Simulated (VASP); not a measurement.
# GaN (F-43m) in VASP: notebook

The runs below take GaN through single point, with revPBE, PBE.

All numbers are computed with VASP 6.6.1; they aren't measurements. Logs are shortened: lines on timing, memory, paths and dates and some standing lists are left out, and cuts for length are marked.

### Step 1. The cell of the first run

Symmetry: F-43m, No. 216, cubic system. Conventional cell: a = 4.507 Å, b = 4.507 Å, c = 4.507 Å, α = 90.00°, β = 90.00°, γ = 90.00°. Within 2.6 Å of Ga (site symmetry -43m) lie 4 N at 1.95 Å. N (site symmetry -43m) has 4 Ga at 1.95 Å within 2.6 Å.

### Step 2. Single point, revPBE

File INCAR:

```
SYSTEM = GaN
  PREC = Accurate
  ENCUT = 600
  EDIFF = 1E-6
  ISMEAR = 0
  SIGMA = 0.01
  LREAL = .FALSE.
  LASPH = .TRUE.
  NELM = 120
  ALGO = Normal
  ISIF = 2
  LWAVE = .FALSE.
  LCHARG = .FALSE.
  GGA = RE
  NBANDS = 16
  GGA_COMPAT = .FALSE.
```

File KPOINTS:

```
Automatic mesh
0
G
  8 8 8
  0 0 0
```

File POSCAR:

```
GaN
1.0
    0.0000000000      2.2535000000      2.2535000000
    2.2535000000      0.0000000000      2.2535000000
    2.2535000000      2.2535000000      0.0000000000
Ga N
1 1
Direct
    0.0000000000      0.0000000000      0.0000000000
    0.2500000000      0.2500000000      0.2500000000
```

Potentials or basis: VASP PAW PBE potentials, release 64 (Ga_d, N).

On the command line:

```console
$ cat potpaw_PBE.64/Ga_d/POTCAR potpaw_PBE.64/N/POTCAR > POTCAR
$ mpirun -np 1 vasp_std > vasp.out
```

OUTCAR:

```text
SYSTEM = GaN
   PREC = Accurate
   ENCUT = 600
   EDIFF = 1E-6
   ISMEAR = 0
   LREAL = .FALSE.
   LASPH = .TRUE.
   NELM = 120
   ISIF = 2
   GGA = RE

 ion  position               nearest neighbor table
   1  0.000  0.000  0.000-   2 1.95   2 1.95   2 1.95   2 1.95
   2  0.250  0.250  0.250-   1 1.95   1 1.95   1 1.95   1 1.95

  LATTYP: Found a face centered cubic cell.
 ALAT       =     4.5070000000

  Lattice vectors:

 A1 = (   0.0000000000,   2.2535000000,   2.2535000000)
 A2 = (   2.2535000000,   0.0000000000,   2.2535000000)
 A3 = (   2.2535000000,   2.2535000000,   0.0000000000)

Analysis of symmetry for initial positions (statically):
=====================================================================
 Subroutine PRICEL returns:
 Original cell was already a primitive cell.

 Routine SETGRP: Setting up the symmetry group for a
 face centered cubic supercell.

 Subroutine GETGRP returns: Found 24 space group operations
 (whereof 24 operations were pure point group operations)
 out of a pool of 48 trial point group operations.

The static configuration has the point symmetry T_d .

Analysis of symmetry for dynamics (positions and initial velocities):
=====================================================================
 Subroutine PRICEL returns:
 Original cell was already a primitive cell.

 Routine SETGRP: Setting up the symmetry group for a
 face centered cubic supercell.

 Subroutine GETGRP returns: Found 24 space group operations
 (whereof 24 operations were pure point group operations)
 out of a pool of 48 trial point group operations.

The dynamic configuration has the point symmetry T_d .

 Subroutine INISYM returns: Found 24 space group operations
 (whereof 24 operations are pure point group operations),
 and found     1 'primitive' translations

----------------------------------------------------------------------------------------

                                     Primitive cell

  volume of cell :      22.8877

  direct lattice vectors                    reciprocal lattice vectors
     0.000000000  2.253500000  2.253500000    -0.221877080  0.221877080  0.221877080
     2.253500000  0.000000000  2.253500000     0.221877080 -0.221877080  0.221877080
     2.253500000  2.253500000  0.000000000     0.221877080  0.221877080 -0.221877080

  length of vectors
     3.186930263  3.186930263  3.186930263     0.384302376  0.384302376  0.384302376

  position of ions in fractional coordinates (direct lattice)
     0.000000000  0.000000000  0.000000000
     0.250000000  0.250000000  0.250000000

  ion indices of the primitive-cell ions
   primitive index   ion index
                 1           1
                 2           2

----------------------------------------------------------------------------------------

 KPOINTS: Automatic mesh

Automatic generation of k-mesh.
 Grid dimensions read from file:
 generate k-points for:    8    8    8

 Generating k-lattice:

  Cartesian coordinates                     Fractional coordinates (reciprocal lattice)
    -0.027734635  0.027734635  0.027734635     0.125000000  0.000000000  0.000000000
     0.027734635 -0.027734635  0.027734635     0.000000000  0.125000000  0.000000000
     0.027734635  0.027734635 -0.027734635     0.000000000  0.000000000  0.125000000

  Length of vectors
     0.048037797  0.048037797  0.048037797

  Shift w.r.t. Gamma in fractional coordinates (k-lattice)
     0.000000000  0.000000000  0.000000000

 Subroutine IBZKPT returns following result:
 ===========================================

 Found     29 irreducible k-points:

 Following reciprocal coordinates:
            Coordinates               Weight
  0.000000  0.000000  0.000000      1.000000
  0.125000  0.000000  0.000000      8.000000
  0.250000  0.000000  0.000000      8.000000
  0.375000  0.000000  0.000000      8.000000
  0.500000  0.000000  0.000000      4.000000
  0.125000  0.125000  0.000000      6.000000
[... 16 lines left out ...]
  0.500000  0.250000  0.125000     48.000000
 -0.375000  0.250000  0.125000     24.000000
 [... further k-points ...]
   k-points           NKPTS =     29   k-points in BZ     NKDIM =     29   number of bands    NBANDS=     16
   number of dos      NEDOS =    301   number of ions     NIONS =      2
   total plane-waves  NPLWV =  21952
   dimension x,y,z NGX =    28 NGY =   28 NGZ =   28
   dimension x,y,z NGXF=    56 NGYF=   56 NGZF=   56
   ions per type =               1   1
   NGX,Y,Z   is equivalent  to a cutoff of  14.61, 14.61, 14.61 a.u.
   NGXF,Y,Z  is equivalent  to a cutoff of  29.21, 29.21, 29.21 a.u.
 SYSTEM =  GaN
   PREC   = accura    normal or accurate (medium, high low for compatibility)
   ISTART =      0    job   : 0-new  1-cont  2-samecut
   ICHARG =      2    charge: 1-file 2-atom 10-const
   ISPIN  =      1    spin polarized calculation?
   LNONCOLLINEAR =      F non collinear calculations
   LSORBIT =      F    spin-orbit coupling
   LASPH  =      T    aspherical Exc in radial PAW
   ENCUT  =  600.0 eV  44.10 Ry    6.64 a.u.   6.37  6.37  6.37*2*pi/ulx,y,z
   NELM   =    120;   NELMIN=  2; NELMDL= -5     # of ELM steps
   EDIFF  = 0.1E-05   stopping-criterion for ELM
   LREAL  =      F    real-space projection
   EDIFFG = 0.1E-04   stopping-criterion for IOM
   NSW    =      0    number of steps for IOM
   IBRION =     -1    ionic relax: 0-MD 1-quasi-New 2-CG
   NFREE  =      0    steps in history (QN), initial steepest desc. (CG)
   ISIF   =      2    stress and relaxation
   ISYM   =      2    0-nonsym 1-usesym 2-fastsym
   POTIM  = 0.5000    time-step for ionic-motion
   TEBEG  =    0.0;   TEEND  =   0.0 temperature during run
   PSTRESS=    0.0 pullay stress
   NELECT =      18.0000    total number of electrons
   NUPDOWN=      -1.0000    fix difference up-down
   EMIN   =  10.00;   EMAX   =-10.00  energy-range for DOS
   EFERMI =   0.00;   METHOD = LEGACY
   ISMEAR =     0;   SIGMA  =   0.01  broadening in eV -4-tet -1-fermi 0-gaus
   EFERMI_NEDOS =   21; number of points for ismear=-14 and -15
   IALGO  =     38    algorithm
   IMIX   =      4    mixing-type and parameters
     AMIX     =   0.40;   BMIX     =  1.00
     AMIX_MAG =   1.60;   BMIX_MAG =  1.00
  volume/ion in A,a.u.               =      11.44        77.23
  Fermi-wavevector in a.u.,A,eV,Ry     =   1.511117  2.855597 31.068560  2.283475
  Thomas-Fermi vector in A             =   2.621217
   LORBIT       =      0    0 simple, 1 ext, 2 COOP (PROOUT), +10 PAW based schemes
   GGA     = RE    functional components
   LHFCALC =     F    Hartree Fock is set to
   AEXX    =    0.0000 exact exchange contribution
   IVDW    =     0    specifies the selected vdW correction
   LEPSILON=     F    determine dielectric tensor
   LRPA    =     F    only Hartree local field effects (RPA)
 non-spin polarized calculation
 Gauss-broadening in eV      SIGMA  =   0.01
  energy-cutoff  :      600.00
  volume of cell :       22.89
 maximum number of plane-waves:       778
 NGX is ok and might be reduce to    28
   NGX = 13   NGY = 13   NGZ = 13

 number of electron      18.0000005 magnetization

 Free energy of the ion-electron system (eV)
  ---------------------------------------------------
  ext. energy  EPLUGINS =         0.00000000
  ---------------------------------------------------
  free energy    TOTEN  =       -11.43750053 eV

  energy without entropy =      -11.43750053  energy(sigma->0) =      -11.43750053

 E-fermi :   5.4282     XC(G=0): -11.5240

 val. band max:        5.3811902990   @ k =   0.0000   0.0000   0.0000
 cond. band min:       7.1438319984   @ k =   0.0000   0.0000   0.0000
 fundamental gap:      1.7626416994
 Fermi energy:         5.4281742804

 k-point     1 :       0.0000    0.0000    0.0000
  band No.  band energies     occupation
      1     -10.5830      2.00000
      2      -8.0648      2.00000
      3      -8.0648      2.00000
      4      -8.0648      2.00000
      5      -7.7453      2.00000
      6      -7.7453      2.00000
[... 8 lines left out ...]
     15      24.3017      0.00000
     16      24.3017      0.00000

 k-point     2 :       0.1250    0.0000    0.0000
  band No.  band energies     occupation
      1     -10.4165      2.00000
      2      -8.0442      2.00000
      3      -8.0442      2.00000
      4      -8.0000      2.00000
      5      -7.7469      2.00000
      6      -7.7469      2.00000
[... 8 lines left out ...]
     15      22.6760      0.00000
     16      22.7629      0.00000

 k-point     3 :       0.2500    0.0000    0.0000
  band No.  band energies     occupation
      1     -10.0444      2.00000
      2      -8.0039      2.00000
      3      -8.0039      2.00000
      4      -7.7404      2.00000
      5      -7.7404      2.00000
      6      -7.7001      2.00000
[... 8 lines left out ...]
     15      22.2888      0.00000
     16      22.2888      0.00000

 k-point     4 :       0.3750    0.0000    0.0000
  band No.  band energies     occupation
      1      -9.7610      2.00000
      2      -7.9811      2.00000
      3      -7.9811      2.00000
      4      -7.7149      2.00000
      5      -7.7149      2.00000
      6      -7.0235      2.00000
[... 8 lines left out ...]
     15      23.7084      0.00000
     16      23.7084      0.00000
[... 324 lines left out ...]
 k-point    22 :       0.3750    0.2500    0.1250
  band No.  band energies     occupation
      1      -9.8132      2.00000
      2      -7.9604      2.00000
      3      -7.9415      2.00000
      4      -7.8253      2.00000
      5      -7.7172      2.00000
      6      -7.3461      2.00000
[... 8 lines left out ...]
     15      24.5665      0.00000
     16      26.7888      0.00000

 k-point    23 :       0.5000    0.2500    0.1250
  band No.  band energies     occupation
      1      -9.6333      2.00000
      2      -7.9546      2.00000
      3      -7.9104      2.00000
      4      -7.7914      2.00000
      5      -7.7106      2.00000
      6      -6.6593      2.00000
[... 8 lines left out ...]
     15      24.6672      0.00000
     16      26.5716      0.00000

 k-point    24 :      -0.3750    0.2500    0.1250
  band No.  band energies     occupation
      1      -9.5797      2.00000
      2      -7.9600      2.00000
      3      -7.8988      2.00000
      4      -7.7646      2.00000
      5      -7.7124      2.00000
      6      -6.2124      2.00000
[... 8 lines left out ...]
     15      24.2376      0.00000
     16      26.5188      0.00000

 [... further k-points ...]
[... 5 lines left out ...]
  --------------------------------------------------------------------------------------
  -------------------------------------------------------------------------------------
  Total        1.1140661      1.1140661      1.1140661      0.0000000      0.0000000      0.0000000
  in kB       77.9863979     77.9863979     77.9863979      0.0000000      0.0000000      0.0000000
  external PRESSURE =      77.9863979 kB  Pullay stress =       0.0000000 kB

 VOLUME and BASIS-vectors are now :
 -----------------------------------------------------------------------------
  energy-cutoff  :      600.00
  volume of cell :       22.89
      direct lattice vectors                 reciprocal lattice vectors
     0.000000000  2.253500000  2.253500000    -0.221877080  0.221877080  0.221877080
     2.253500000  0.000000000  2.253500000     0.221877080 -0.221877080  0.221877080
     2.253500000  2.253500000  0.000000000     0.221877080  0.221877080 -0.221877080

 POSITION                                       TOTAL-FORCE (eV/Angst)
 -----------------------------------------------------------------------------------
      0.00000      0.00000      0.00000         0.000000      0.000000     -0.000000
      1.12675      1.12675      1.12675        -0.000000     -0.000000      0.000000
 -----------------------------------------------------------------------------------
    total drift:                                0.000000      0.000000      0.000000

  FREE ENERGIE OF THE ION-ELECTRON SYSTEM (eV)
  ---------------------------------------------------
  free  energy   TOTEN  =       -11.4375005279 eV

  energy  without entropy=      -11.4375005279  energy(sigma->0) =      -11.43750053
```

Wall time 20 s (1 thread of AMD EPYC 7R43 (Zen 3), shared host); peak memory 0.13 GiB.

What came out:

| Quantity | Value |
| --- | --- |
| Free energy | -11.4375 eV |
| Pressure | 7.8 GPa |
| Band gap on the k mesh | 1.76 eV |

Caveat: the cell stands under pressure; the PAW data sets were made with another functional, which shifts forces and pressure a little.

### Step 3. Single point, PBE

File INCAR:

```
SYSTEM = GaN
ALGO     = Normal         ! electronic algorithm
EDIFF    = 1E-6           ! SCF threshold, eV
ENCUT    = 600            ! plane-wave cutoff, eV
GGA      = PE             ! functional
GGA_COMPAT= .False.      
ISIF     = 2              ! what is computed and relaxed
ISMEAR   = 0              ! smearing method
LASPH    = .True.         ! aspherical terms in the spheres
LCHARG   = .True.         ! write CHGCAR
LELF     = .True.         ! ELF
LREAL    = .False.        ! projectors in reciprocal space
LVHAR    = .True.       
LWAVE    = .False.        ! write WAVECAR
NBANDS   = 16             ! bands
NELM     = 120            ! most SCF steps
PREC     = Accurate       ! precision mode
SIGMA    = 0.01           ! smearing width, eV
```

File KPOINTS:

```
k-points
0
Gamma
  8 8 8
  0 0 0
```

POSCAR is that of step 2.

Potentials or basis: VASP PAW PBE potentials, release 64 (Ga_d, N).

On the command line:

```console
$ cat potpaw_PBE.64/Ga_d/POTCAR potpaw_PBE.64/N/POTCAR > POTCAR
$ mpirun -np 1 vasp_std > vasp.out
```

OUTCAR:

```text
SYSTEM = GaN
   EDIFF = 1E-6
   ENCUT = 600
   GGA = PE
   ISIF = 2
   ISMEAR = 0
   LASPH = .True.
   LREAL = .False.
   NELM = 120
   PREC = Accurate

 ion  position               nearest neighbor table
   1  0.000  0.000  0.000-   2 1.95   2 1.95   2 1.95   2 1.95
   2  0.250  0.250  0.250-   1 1.95   1 1.95   1 1.95   1 1.95

  LATTYP: Found a face centered cubic cell.
 ALAT       =     4.5070000000

  Lattice vectors:

 A1 = (   0.0000000000,   2.2535000000,   2.2535000000)
 A2 = (   2.2535000000,   0.0000000000,   2.2535000000)
 A3 = (   2.2535000000,   2.2535000000,   0.0000000000)

Analysis of symmetry for initial positions (statically):
=====================================================================
 Subroutine PRICEL returns:
 Original cell was already a primitive cell.

 Routine SETGRP: Setting up the symmetry group for a
 face centered cubic supercell.

 Subroutine GETGRP returns: Found 24 space group operations
 (whereof 24 operations were pure point group operations)
 out of a pool of 48 trial point group operations.

The static configuration has the point symmetry T_d .

Analysis of symmetry for dynamics (positions and initial velocities):
=====================================================================
 Subroutine PRICEL returns:
 Original cell was already a primitive cell.

 Routine SETGRP: Setting up the symmetry group for a
 face centered cubic supercell.

 Subroutine GETGRP returns: Found 24 space group operations
 (whereof 24 operations were pure point group operations)
 out of a pool of 48 trial point group operations.

The dynamic configuration has the point symmetry T_d .

 Subroutine INISYM returns: Found 24 space group operations
 (whereof 24 operations are pure point group operations),
 and found     1 'primitive' translations

----------------------------------------------------------------------------------------

[... 105 lines left out ...]
   EMIN   =  10.00;   EMAX   =-10.00  energy-range for DOS
   EFERMI =   0.00;   METHOD = LEGACY
   ISMEAR =     0;   SIGMA  =   0.01  broadening in eV -4-tet -1-fermi 0-gaus
   EFERMI_NEDOS =   21; number of points for ismear=-14 and -15
   IALGO  =     38    algorithm
   IMIX   =      4    mixing-type and parameters
     AMIX     =   0.40;   BMIX     =  1.00
     AMIX_MAG =   1.60;   BMIX_MAG =  1.00
  volume/ion in A,a.u.               =      11.44        77.23
  Fermi-wavevector in a.u.,A,eV,Ry     =   1.511117  2.855597 31.068560  2.283475
  Thomas-Fermi vector in A             =   2.621217
   LORBIT       =      0    0 simple, 1 ext, 2 COOP (PROOUT), +10 PAW based schemes
   GGA     = PE    functional components
   LHFCALC =     F    Hartree Fock is set to
   AEXX    =    0.0000 exact exchange contribution
   IVDW    =     0    specifies the selected vdW correction
   LEPSILON=     F    determine dielectric tensor
   LRPA    =     F    only Hartree local field effects (RPA)
 non-spin polarized calculation
 Gauss-broadening in eV      SIGMA  =   0.01
  energy-cutoff  :      600.00
  volume of cell :       22.89
 maximum number of plane-waves:       778
 NGX is ok and might be reduce to    28
   NGX = 13   NGY = 13   NGZ = 13

 number of electron      18.0000005 magnetization

 Free energy of the ion-electron system (eV)
  ---------------------------------------------------
  ext. energy  EPLUGINS =         0.00000000
  ---------------------------------------------------
  free energy    TOTEN  =       -12.14419104 eV

  energy without entropy =      -12.14419104  energy(sigma->0) =      -12.14419104

 E-fermi :   5.3476     XC(G=0): -11.6669

 val. band max:        5.2817755034   @ k =   0.0000   0.0000   0.0000
 cond. band min:       7.0059848576   @ k =   0.0000   0.0000   0.0000
 fundamental gap:      1.7242093542
 Fermi energy:         5.3476019827

 k-point     1 :       0.0000    0.0000    0.0000
  band No.  band energies     occupation
      1     -10.6526      2.00000
      2      -8.1609      2.00000
      3      -8.1609      2.00000
      4      -8.1609      2.00000
      5      -7.8411      2.00000
      6      -7.8411      2.00000
[... 433 lines left out ...]
      3      -7.9947      2.00000
      4      -7.8610      2.00000
      5      -7.8082      2.00000
      6      -6.2860      2.00000
[... 8 lines left out ...]
     15      24.0837      0.00000
     16      26.3560      0.00000

 [... further k-points ...]
[... 5 lines left out ...]
  --------------------------------------------------------------------------------------
  -------------------------------------------------------------------------------------
  Total        0.7048145      0.7048145      0.7048145     -0.0000000      0.0000000      0.0000000
  in kB       49.3381368     49.3381368     49.3381368     -0.0000000      0.0000000      0.0000000
  external PRESSURE =      49.3381368 kB  Pullay stress =       0.0000000 kB

 VOLUME and BASIS-vectors are now :
 -----------------------------------------------------------------------------
  energy-cutoff  :      600.00
  volume of cell :       22.89
      direct lattice vectors                 reciprocal lattice vectors
     0.000000000  2.253500000  2.253500000    -0.221877080  0.221877080  0.221877080
     2.253500000  0.000000000  2.253500000     0.221877080 -0.221877080  0.221877080
     2.253500000  2.253500000  0.000000000     0.221877080  0.221877080 -0.221877080

 POSITION                                       TOTAL-FORCE (eV/Angst)
 -----------------------------------------------------------------------------------
      0.00000      0.00000      0.00000         0.000000     -0.000000      0.000000
      1.12675      1.12675      1.12675        -0.000000      0.000000     -0.000000
 -----------------------------------------------------------------------------------
    total drift:                                0.000000      0.000000      0.000000

  FREE ENERGIE OF THE ION-ELECTRON SYSTEM (eV)
  ---------------------------------------------------
  free  energy   TOTEN  =       -12.1441910449 eV

  energy  without entropy=      -12.1441910449  energy(sigma->0) =      -12.14419104
```

It took 22 s on 1 thread of AMD EPYC 7R43 (Zen 3), shared host; peak memory 0.13 GiB.

What came out:

| Quantity | Value |
| --- | --- |
| Free energy | -12.1442 eV |
| Pressure | 4.9 GPa |
| Band gap on the k mesh | 1.72 eV |

Caveat: the cell stands under pressure.
